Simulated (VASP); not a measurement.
# Tl (P6_3/mmc) in VASP: notebook, part 2 of 2

VASP 6.6.1.

## 5. Single point, PBE (27.71 Å³/atom)

This run uses another cell than the first one, of 27.71 Å³/atom.

Input file INCAR:

```
ALGO = Normal
EDIFF = 1E-6
ENCUT = 520
GGA = PE
ISIF = 2
ISMEAR = -1
LASPH = True
LCHARG = False
LREAL = False
LWAVE = False
NBANDS = 20
NELM = 60
PREC = Accurate
SIGMA = 0.1
```

Input file KPOINTS:

```
k-points
0
Gamma
  17 17 9
```

Input file POSCAR:

```
Tl
1.0
    3.4405097536      0.0000000000      0.0000000000
   -1.7202548768      2.9795688486      0.0000000000
    0.0000000000      0.0000000000      5.4065812451
Tl
2
Direct
    0.3333333333      0.6666666667      0.2500000000
    0.6666666667      0.3333333333      0.7500000000
```

Potentials or basis: VASP PAW PBE potentials, release 64 (Tl_d).

Started as:

```sh
cat potpaw_PBE.64/Tl_d/POTCAR > POTCAR
mpirun -np 1 vasp_std > vasp.out
```

OUTCAR:

```text
EDIFF = 1E-6
   ENCUT = 520
   GGA = PE
   ISIF = 2
   ISMEAR = -1
   LASPH = True
   LREAL = False
   NELM = 60
   PREC = Accurate

 ion  position               nearest neighbor table
   1  0.333  0.667  0.250-   2 3.35   2 3.35   2 3.35   2 3.35   2 3.35   2 3.35
   2  0.667  0.333  0.750-   1 3.35   1 3.35   1 3.35   1 3.35   1 3.35   1 3.35

  LATTYP: Found a hexagonal cell.
 ALAT       =     3.4405097536
 C/A-ratio  =     1.5714477308

  Lattice vectors:

 A1 = (   3.4405097536,   0.0000000000,   0.0000000000)
 A2 = (  -1.7202548768,   2.9795688486,   0.0000000000)
 A3 = (   0.0000000000,   0.0000000000,   5.4065812451)

Analysis of symmetry for initial positions (statically):
=====================================================================
 Subroutine PRICEL returns:
 Original cell was already a primitive cell.

 Routine SETGRP: Setting up the symmetry group for a
 hexagonal supercell.

 Subroutine GETGRP returns: Found 24 space group operations
[... 154 lines left out ...]
 NGX is ok and might be reduce to    28
   NGX = 13   NGY = 13   NGZ = 21

 number of electron      26.0000002 magnetization

 Free energy of the ion-electron system (eV)
  ---------------------------------------------------
  ext. energy  EPLUGINS =         0.00000000
  ---------------------------------------------------
  free energy    TOTEN  =        -4.36982776 eV

  energy without entropy =       -4.34128812  energy(sigma->0) =       -4.35555794

 E-fermi :   6.9271     XC(G=0): -10.3482

 val. band max:        6.9009478292   @ k =   0.1176   0.1176   0.2222
 cond. band min:       6.9389964232   @ k =   0.1765   0.0588   0.2222
 fundamental gap:      0.0380485940
 Fermi energy:         6.9271483730

 k-point     1 :       0.0000    0.0000    0.0000
  band No.  band energies     occupation
      1      -4.9699      2.00000
      2      -4.6912      2.00000
      3      -4.6888      2.00000
      4      -4.6888      2.00000
      5      -4.6267      2.00000
      6      -4.6267      2.00000
[... 541 lines left out ...]
     19      16.0735      0.00000
     20      18.5006      0.00000

 [... further k-points ...]
[... 5 lines left out ...]
  --------------------------------------------------------------------------------------
  -------------------------------------------------------------------------------------
  Total        1.5143691      1.5143691      1.8027010      0.0000000      0.0000000      0.0000000
  in kB       43.7767342     43.7767342     52.1117109      0.0000000      0.0000000      0.0000000
  external PRESSURE =      46.5550598 kB  Pullay stress =       0.0000000 kB

 VOLUME and BASIS-vectors are now :
 -----------------------------------------------------------------------------
  energy-cutoff  :      520.00
  volume of cell :       55.42
      direct lattice vectors                 reciprocal lattice vectors
     3.440509754  0.000000000  0.000000000     0.290654604  0.167809514  0.000000000
    -1.720254877  2.979568849  0.000000000     0.000000000  0.335619028  0.000000000
     0.000000000  0.000000000  5.406581245     0.000000000  0.000000000  0.184959766

 POSITION                                       TOTAL-FORCE (eV/Angst)
 -----------------------------------------------------------------------------------
     -0.00000      1.98638      1.35165         0.000000      0.000000      0.000000
      1.72025      0.99319      4.05494        -0.000000     -0.000000      0.000000
 -----------------------------------------------------------------------------------
    total drift:                               -0.000000      0.000000      0.000000

  FREE ENERGIE OF THE ION-ELECTRON SYSTEM (eV)
  ---------------------------------------------------
  free  energy   TOTEN  =        -4.3698277638 eV

  energy  without entropy=       -4.3412881208  energy(sigma->0) =       -4.35555794
```

Wall time 86 s (1 thread of Intel Xeon Platinum 8488C (Sapphire Rapids), shared host); peak memory 0.27 GiB.

What came out:

| Quantity | Value |
| --- | --- |
| Free energy | -4.3698 eV |
| Pressure | 4.7 GPa |
| Band gap on the k mesh | zero (bands 13 and 14 overlap by 5.00 eV) |

Caveat: the cell stands under pressure; spin-orbit coupling is left out, which moves the levels of the heavy elements.

## 6. Single point, PBE (28.97 Å³/atom)

This run uses another cell than the first one, of 28.97 Å³/atom.

Input file INCAR:

```
SYSTEM = Tl
PREC = Accurate ; ENCUT = 520
EDIFF = 1E-7 ; ISMEAR = -1
SIGMA = 0.1 ; LREAL = .False.
LASPH = .True. ; NELM = 80
ALGO = Normal ; ISIF = 2
LWAVE = .False. ; LCHARG = .True.
GGA = PE ; LELF = .True.
LVHAR = .True. ; NBANDS = 20
```

Input file KPOINTS:

```
regular mesh
0
Gamma
  17 17 9
  0 0 0
```

Input file POSCAR:

```
Tl
1.0
    3.4918682172      0.0000000000      0.0000000000
   -1.7459341086      3.0240465828      0.0000000000
    0.0000000000      0.0000000000      5.4872883862
Tl
2
Direct
    0.3333333333      0.6666666667      0.2500000000
    0.6666666667      0.3333333333      0.7500000000
```

Potentials or basis: VASP PAW PBE potentials, release 64 (Tl_d).

Started as:

```sh
cat potpaw_PBE.64/Tl_d/POTCAR > POTCAR
mpirun -np 1 vasp_std > vasp.out
```

Wall time 85 s (1 thread of Intel Xeon Platinum 8488C (Sapphire Rapids), shared host); peak memory 0.28 GiB.

It converged, with:

```
Free energy            : -4.4282 eV
Pressure               : 2.7 GPa
Band gap on the k mesh : zero (bands 13 and 14 overlap by 4.73 eV)
```

Stress tensor (GPa, compression positive):
```
2.47 0.00 0.00
0.00 2.47 0.00
0.00 0.00 3.07
```

Levels at points of the mesh, in eV from the Fermi level:
| k point | band 9 | band 10 | band 11 | band 12 | band 13 | band 14 | band 15 | band 16 | band 17 | band 18 |
| --- | --- | --- | --- | --- | --- | --- | --- | --- | --- | --- |
| (0.00, 0.00, 0.00) | -11.12 | -11.12 | -9.97 | -4.97 | -2.74 | 7.67 | 7.67 | 9.77 | 9.77 | 10.13 |

Caveat: spin-orbit coupling is left out, which moves the levels of the heavy elements.

## 7. Overview

| cell | k mesh | smearing | gap on the mesh (eV) | pressure (GPa) |
| --- | --- | --- | --- | --- |
| a = 3.590, b = 3.590, c = 5.642 Å, angles 90.0, 90.0, 120.0°, 2 atoms | 10 × 10 × 6 | fermi-dirac 0.2 eV | none | 0.1 |
| a = 3.590, b = 3.590, c = 5.642 Å, angles 90.0, 90.0, 120.0°, 2 atoms | 10 × 10 × 6 | fermi-dirac 0.3 eV | none | 0.3 |
| a = 3.590, b = 3.590, c = 5.642 Å, angles 90.0, 90.0, 120.0°, 2 atoms | 11 × 11 × 6 | fermi-dirac 0.1 eV | none | -0.1 |
| a = 3.441, b = 3.441, c = 5.407 Å, angles 90.0, 90.0, 120.0°, 2 atoms | 17 × 17 × 9 | fermi-dirac 0.1 eV | none | 4.7 |
| a = 3.492, b = 3.492, c = 5.487 Å, angles 90.0, 90.0, 120.0°, 2 atoms | 17 × 17 × 9 | fermi-dirac 0.1 eV | none | 2.7 |

Alike in all rows: task single point; level PBE; potentials or basis VASP PAW PBE potentials, release 64 (Tl_d); no spin polarisation; cutoff (eV) 520.

Caveats: spin-orbit coupling is left out, which moves the levels of the heavy elements; so wide a smearing shifts energies and pressures (at least some runs); the cell stands under pressure (at least some runs).

Total energies depend on the potentials used, so only differences within one code and one set of settings carry meaning.
